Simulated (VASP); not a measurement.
# ReB2 (P6_3/mmc) in VASP: relaxation of cell and atoms with LDA

Aim: the relaxation of cell and atoms of ReB2 with LDA.

Program: VASP 6.6.1. These are calculated values, not measurements. Logs are shortened: lines on timing, memory, paths and dates and some standing lists are left out, and cuts for length are marked.

### Step 1. The cell of the first run

The structure is hexagonal, space group P6_3/mmc (No. 194). The conventional cell has a = 2.900 Å, b = 2.900 Å, c = 7.478 Å, α = 90.00°, β = 90.00°, γ = 120.00°. Re (site symmetry -6m2) has 8 B at 2.23 to 2.26 Å and 6 Re at 2.90 Å within 3.0 Å. Within 2.4 Å of B (site symmetry 3m) lie 3 B at 1.82 Å and 4 Re at 2.23 to 2.26 Å.

### Step 2. Relaxation of cell and atoms, LDA, target pressure 8 GPa, at which the enthalpy is minimised

Input file INCAR:

```
SYSTEM = ReB2
PREC     = Accurate       ! precision mode
ENCUT    = 600            ! plane-wave cutoff, eV
EDIFF    = 1E-7           ! SCF threshold, eV
ISMEAR   = 1              ! smearing method
SIGMA    = 0.3            ! smearing width, eV
LREAL    = .False.        ! projectors in reciprocal space
LASPH    = .True.         ! aspherical terms in the spheres
NELM     = 100            ! most SCF steps
ALGO     = Normal         ! electronic algorithm
ISIF     = 3              ! what is computed and relaxed
LWAVE    = .False.        ! write WAVECAR
LCHARG   = .False.        ! write CHGCAR
IBRION   = 2              ! ionic algorithm
NSW      = 100            ! ionic steps
EDIFFG   = -0.1           ! ionic threshold
ISYM     = 0            
PSTRESS  = 80.0
```

Input file KPOINTS:

```
Automatic mesh
0
Gamma
  8 8 3
  0.5 0.5 0.5
```

Input file POSCAR:

```
ReB2
1.0
    2.9000000000      0.0000000000      0.0000000000
   -1.4500000000      2.5114736710      0.0000000000
    0.0000000000      0.0000000000      7.4780000000
Re B
2 4
Direct
    0.3333333333      0.6666666667      0.2500000000
    0.6666666667      0.3333333333      0.7500000000
    0.3333333333      0.6666666667      0.5480000000
    0.3333333333      0.6666666667      0.9520000000
    0.6666666667      0.3333333333      0.0480000000
    0.6666666667      0.3333333333      0.4520000000
```

Potentials or basis: VASP PAW LDA potentials, release 64 (Re, B).

Started as:

```bash
$ cat potpaw_LDA.64/Re/POTCAR potpaw_LDA.64/B/POTCAR > POTCAR
$ mpirun -np 1 vasp_std > vasp.out
```

OUTCAR:

```text
SYSTEM = ReB2
   PREC = Accurate
   ENCUT = 600
   EDIFF = 1E-7
   ISMEAR = 1
   LREAL = .False.
   LASPH = .True.
   NELM = 100
   ISIF = 3
   IBRION = 2
   NSW = 100
   EDIFFG = -0.1
   ISYM = 0
   PSTRESS = 80.0

 ion  position               nearest neighbor table
   1  0.333  0.667  0.250-   3 2.23   4 2.23   5 2.26   6 2.26   5 2.26   6 2.26   5 2.26   6 2.26

   2  0.667  0.333  0.750-   5 2.23   6 2.23   3 2.26   4 2.26   3 2.26   4 2.26   3 2.26   4 2.26

   3  0.333  0.667  0.548-   6 1.82   6 1.82   6 1.82   1 2.23   2 2.26   2 2.26   2 2.26
   4  0.333  0.667  0.952-   5 1.82   5 1.82   5 1.82   1 2.23   2 2.26   2 2.26   2 2.26
   5  0.667  0.333  0.048-   4 1.82   4 1.82   4 1.82   2 2.23   1 2.26   1 2.26   1 2.26
   6  0.667  0.333  0.452-   3 1.82   3 1.82   3 1.82   2 2.23   1 2.26   1 2.26   1 2.26

IMPORTANT INFORMATION: All symmetrisations will be switched off!
NOSYMM: (Re-)initialisation of all symmetry stuff for point group C_1.

----------------------------------------------------------------------------------------

                                     Primitive cell

  volume of cell :      54.4643

  direct lattice vectors                    reciprocal lattice vectors
     2.900000000  0.000000000  0.000000000     0.344827586  0.199086300  0.000000000
    -1.450000000  2.511473671  0.000000000     0.000000000  0.398172599  0.000000000
     0.000000000  0.000000000  7.478000000     0.000000000  0.000000000  0.133725595

  length of vectors
     2.900000000  2.900000000  7.478000000     0.398172599  0.398172599  0.133725595

  position of ions in fractional coordinates (direct lattice)
     0.333333333  0.666666667  0.250000000
     0.666666667  0.333333333  0.750000000
     0.333333333  0.666666667  0.548000000
     0.333333333  0.666666667  0.952000000
     0.666666667  0.333333333  0.048000000
     0.666666667  0.333333333  0.452000000

  ion indices of the primitive-cell ions
   primitive index   ion index
                 1           1
                 2           2
                 3           3
                 4           4
                 5           5
                 6           6

----------------------------------------------------------------------------------------

 KPOINTS: Automatic mesh

Automatic generation of k-mesh.
 Grid dimensions read from file:
 generate k-points for:    8    8    3

 Generating k-lattice:

  Cartesian coordinates                     Fractional coordinates (reciprocal lattice)
     0.043103448  0.024885787  0.000000000     0.125000000  0.000000000  0.000000000
     0.000000000  0.049771575  0.000000000     0.000000000  0.125000000  0.000000000
     0.000000000  0.000000000  0.044575198     0.000000000  0.000000000  0.333333333

  Length of vectors
     0.049771575  0.049771575  0.044575198

  Shift w.r.t. Gamma in fractional coordinates (k-lattice)
     0.500000000  0.500000000  0.500000000

 Subroutine IBZKPT returns following result:
 ===========================================

 Found    288 irreducible k-points:

 Following reciprocal coordinates:
            Coordinates               Weight
  0.062500  0.062500  0.166667      2.000000
 -0.062500  0.125000  0.166667      2.000000
 -0.125000  0.062500  0.166667      2.000000
 -0.062500 -0.062500  0.166667      2.000000
  0.062500 -0.125000  0.166667      2.000000
  0.125000 -0.062500  0.166667      2.000000
[... 16 lines left out ...]
  0.062500 -0.375000  0.166667      2.000000
  0.375000 -0.312500  0.166667      2.000000
 [... further k-points ...]
   k-points           NKPTS =    288   k-points in BZ     NKDIM =    288   number of bands    NBANDS=     17
   number of dos      NEDOS =    301   number of ions     NIONS =      6
   total plane-waves  NPLWV =  34560
   dimension x,y,z NGX =    24 NGY =   24 NGZ =   60
   dimension x,y,z NGXF=    48 NGYF=   48 NGZF=  120
   ions per type =               2   4
   NGX,Y,Z   is equivalent  to a cutoff of  13.76, 13.76, 13.34 a.u.
   NGXF,Y,Z  is equivalent  to a cutoff of  27.52, 27.52, 26.68 a.u.
 SYSTEM =  ReB2
   PREC   = accura    normal or accurate (medium, high low for compatibility)
   ISTART =      0    job   : 0-new  1-cont  2-samecut
   ICHARG =      2    charge: 1-file 2-atom 10-const
   ISPIN  =      1    spin polarized calculation?
   LNONCOLLINEAR =      F non collinear calculations
   LSORBIT =      F    spin-orbit coupling
   LASPH  =      T    aspherical Exc in radial PAW
   ENCUT  =  600.0 eV  44.10 Ry    6.64 a.u.   5.79  5.79 14.94*2*pi/ulx,y,z
   NELM   =    100;   NELMIN=  2; NELMDL= -5     # of ELM steps
   EDIFF  = 0.1E-06   stopping-criterion for ELM
   LREAL  =      F    real-space projection
   EDIFFG = -.1E+00   stopping-criterion for IOM
   NSW    =    100    number of steps for IOM
   IBRION =      2    ionic relax: 0-MD 1-quasi-New 2-CG
   NFREE  =      1    steps in history (QN), initial steepest desc. (CG)
   ISIF   =      3    stress and relaxation
   ISYM   =      0    0-nonsym 1-usesym 2-fastsym
   POTIM  = 0.5000    time-step for ionic-motion
   TEBEG  =    0.0;   TEEND  =   0.0 temperature during run
   PSTRESS=   80.0 pullay stress
   NELECT =      26.0000    total number of electrons
   NUPDOWN=      -1.0000    fix difference up-down
   EMIN   =  10.00;   EMAX   =-10.00  energy-range for DOS
   EFERMI =   0.00;   METHOD = LEGACY
   ISMEAR =     1;   SIGMA  =   0.30  broadening in eV -4-tet -1-fermi 0-gaus
   EFERMI_NEDOS =   21; number of points for ismear=-14 and -15
   IALGO  =     38    algorithm
   IMIX   =      4    mixing-type and parameters
     AMIX     =   0.40;   BMIX     =  1.00
     AMIX_MAG =   1.60;   BMIX_MAG =  1.00
  volume/ion in A,a.u.               =       9.08        61.26
  Fermi-wavevector in a.u.,A,eV,Ry     =   1.279466  2.417839 22.273173  1.637032
  Thomas-Fermi vector in A             =   2.411949
   LORBIT       =      0    0 simple, 1 ext, 2 COOP (PROOUT), +10 PAW based schemes
   GGA     = CA    functional components
   LHFCALC =     F    Hartree Fock is set to
   AEXX    =    0.0000 exact exchange contribution
   IVDW    =     0    specifies the selected vdW correction
   LEPSILON=     F    determine dielectric tensor
   LRPA    =     F    only Hartree local field effects (RPA)
 conjugate gradient relaxation of ions
 non-spin polarized calculation
 Methfessel and Paxton  Order N= 1 SIGMA  =   0.30
  energy-cutoff  :      600.00
  volume of cell :       54.46
 maximum number of plane-waves:      1832
   NGX = 11   NGY = 11   NGZ = 29

--------------------------------------- Ionic step        1  -------------------------------------------

 number of electron      25.9999999 magnetization

 Free energy of the ion-electron system (eV)
  ---------------------------------------------------
  ext. energy  EPLUGINS =         0.00000000
  ---------------------------------------------------
  free energy    TOTEN  =       -60.06727543 eV

  energy without entropy =      -60.06839783  energy(sigma->0) =      -60.06764957

------------------------ aborting loop because EDIFF is reached ----------------------------------------

  FORCE on cell =-STRESS in cart. coord.  units (eV):
  Direction    XX          YY          ZZ          XY          YZ          ZX
  --------------------------------------------------------------------------------------
  -------------------------------------------------------------------------------------
  Total       -2.3731358     -2.3731418     -2.6189991      0.0000061     -0.0000057      0.0000055
  in kB      -69.8105543    -69.8107305    -77.0431161      0.0001784     -0.0001684      0.0001612
  external PRESSURE =    -152.2214670 kB  Pullay stress =      80.0000000 kB

 VOLUME and BASIS-vectors are now :
 -----------------------------------------------------------------------------
  energy-cutoff  :      600.00
  volume of cell :       54.46
      direct lattice vectors                 reciprocal lattice vectors
     2.900000000  0.000000000  0.000000000     0.344827586  0.199086300  0.000000000
    -1.450000000  2.511473671  0.000000000     0.000000000  0.398172599  0.000000000
     0.000000000  0.000000000  7.478000000     0.000000000  0.000000000  0.133725595
[... 180 lines left out ...]
  FREE ENERGIE OF THE ION-ELECTRON SYSTEM (eV)
  ---------------------------------------------------
  free  energy   TOTEN  =       -60.0592503693 eV

  energy  without entropy=      -60.0625380727  energy(sigma->0) =      -60.06034627

  enthalpy is  TOTEN    =       -57.4530791929 eV   P V=        2.6061711765

--------------------------------------- Ionic step        6  -------------------------------------------

 number of electron      26.0000001 magnetization

 Free energy of the ion-electron system (eV)
  ---------------------------------------------------
  ext. energy  EPLUGINS =         0.00000000
  ---------------------------------------------------
  free energy    TOTEN  =       -60.06568687 eV

  energy without entropy =      -60.06837122  energy(sigma->0) =      -60.06658165

 E-fermi :   8.4483     XC(G=0): -13.4262

 val. band max:        8.4106014975   @ k =   0.0625   0.0625   0.1667
 cond. band min:       8.5139286586   @ k =  -0.1250  -0.1875   0.5000
 fundamental gap:      0.1033271611
 Fermi energy:         8.4483162664

 k-point     1 :       0.0625    0.0625    0.1667
  band No.  band energies     occupation
      1      -5.4626      2.00000
      2      -3.6580      2.00000
      3      -0.8694      2.00000
      4       1.5398      2.00000
      5       4.4386      2.00000
      6       4.6186      2.00000
[... 9 lines left out ...]
     16      10.9501     -0.00000
     17      13.2971     -0.00000
[... 441 lines left out ...]
 k-point    24 :       0.3750   -0.3125    0.1667
  band No.  band energies     occupation
      1      -3.3106      2.00000
      2      -2.1977      2.00000
      3       0.9997      2.00000
      4       1.5771      2.00000
      5       1.9238      2.00000
      6       3.0359      2.00000
[... 9 lines left out ...]
     16      10.8916     -0.00000
     17      13.3252     -0.00000

 [... further k-points ...]
[... 5 lines left out ...]
  --------------------------------------------------------------------------------------
  -------------------------------------------------------------------------------------
  Total        2.6261599      2.6261600      2.5693677     -0.0000080      0.0000192     -0.0000096
  in kB       80.5020189     80.5020212     78.7611175     -0.0002462      0.0005897     -0.0002929
  external PRESSURE =      -0.0782808 kB  Pullay stress =      80.0000000 kB

 VOLUME and BASIS-vectors are now :
 -----------------------------------------------------------------------------
  energy-cutoff  :      600.00
  volume of cell :       52.27
      direct lattice vectors                 reciprocal lattice vectors
     2.855177767  0.000000001  0.000000000     0.350240889  0.202211675 -0.000000000
    -1.427588883  2.472656437  0.000000000    -0.000000000  0.404423350 -0.000000000
    -0.000000000  0.000000001  7.403345976    -0.000000000 -0.000000000  0.135074060

 POSITION                                       TOTAL-FORCE (eV/Angst)
 -----------------------------------------------------------------------------------
     -0.00000      1.64844      1.85084        -0.000001     -0.000000      0.000007
      1.42759      0.82422      5.55251         0.000000      0.000001     -0.000006
      0.00000      1.64844      4.05497         0.000002      0.000000     -0.049809
     -0.00000      1.64844      7.05004        -0.000001     -0.000001      0.049801
      1.42759      0.82422      0.35330         0.000001      0.000001     -0.049959
      1.42759      0.82422      3.34837        -0.000001     -0.000000      0.049966
 -----------------------------------------------------------------------------------
    total drift:                               -0.000003      0.000001      0.000000

  FREE ENERGIE OF THE ION-ELECTRON SYSTEM (eV)
  ---------------------------------------------------
  free  energy   TOTEN  =       -60.0656868662 eV

  energy  without entropy=      -60.0683712241  energy(sigma->0) =      -60.06658165

  enthalpy is  TOTEN    =       -57.4559039685 eV   P V=        2.6097828977

 reached required accuracy - stopping structural energy minimisation
```

Wall time 18 min (1 thread of Intel Xeon Platinum 8259CL at 2.50GHz (Skylake/Cascade Lake), shared host); peak memory 0.42 GiB.

Results:

```
Free energy                                                : -60.0657 eV
Relaxed volume                                             : 8.71 Å³/atom
Relaxed cell                                               : a = 2.855 Å, b = 2.855 Å, c = 7.403 Å, α = 90.00°, β = 90.00°, γ = 120.00°
Space group after relaxing (to 0.1 Å)                      : P6_3/mmc (No. 194)
Energy change on relaxing (the run minimises the enthalpy) : +0.3 meV/atom
Ionic steps                                                : 6
Pressure after relaxing                                    : 8.0 GPa
Largest force after relaxing                               : 0.050 eV/Å
Band gap on the k mesh                                     : zero (bands 13 and 14 overlap by 2.93 eV)
```

Forces in eV/Å, atoms in the order of the input:
```
Re   0.000  0.000  0.000
Re   0.000  0.000  0.000
B    0.000  0.000 -0.050
B    0.000  0.000  0.050
B    0.000  0.000 -0.050
B    0.000  0.000  0.050
```

Stress tensor (GPa, compression positive):
```
8.05 0.00 0.00
0.00 8.05 0.00
0.00 0.00 7.88
```

Step by step:
```
step  energy change (eV)  largest force (eV/Å)  pressure (GPa)  volume (Å³)
   1              0.0000                0.0678           -7.22        54.46
   2              0.7762                0.0056           51.33        47.95
   3             -0.0017                0.0502            7.44        52.41
   4              0.0012                0.0497            7.91        52.35
   5              0.0080                0.0485            8.09        52.19
   6              0.0016                0.0500            7.99        52.27
```

Final structure:
```cif
data_structure
_symmetry_space_group_name_H-M 'P 1'
_symmetry_Int_Tables_number 1
_cell_length_a 2.8552
_cell_length_b 2.8552
_cell_length_c 7.4033
_cell_angle_alpha 90.000
_cell_angle_beta 90.000
_cell_angle_gamma 120.000
_cell_volume 52.27
loop_
_atom_site_label
_atom_site_type_symbol
_atom_site_fract_x
_atom_site_fract_y
_atom_site_fract_z
_atom_site_occupancy
Re1 Re 0.33333 0.66667 0.25000 1
Re2 Re 0.66667 0.33333 0.75000 1
B1 B 0.33333 0.66667 0.54772 1
B2 B 0.33333 0.66667 0.95228 1
B3 B 0.66667 0.33333 0.04772 1
B4 B 0.66667 0.33333 0.45228 1
```

Levels at points of the mesh, in eV from the Fermi level:
| k point | band 10 | band 11 | band 12 | band 13 | band 14 | band 15 | band 16 | band 17 |
| --- | --- | --- | --- | --- | --- | --- | --- | --- |
| (0.06, 0.06, 0.17) | -2.42 | -1.96 | -1.87 | -0.66 | -0.04 | 2.40 | 2.50 | 4.85 |

Caveat: the cell is relaxed towards a set pressure, so the run minimises the enthalpy, not the energy; so wide a smearing shifts energies and pressures; spin-orbit coupling is left out, which moves the levels of the heavy elements; the relaxation stopped at a loose force limit of 0.1 eV/Å, so its end isn't a converged minimum.
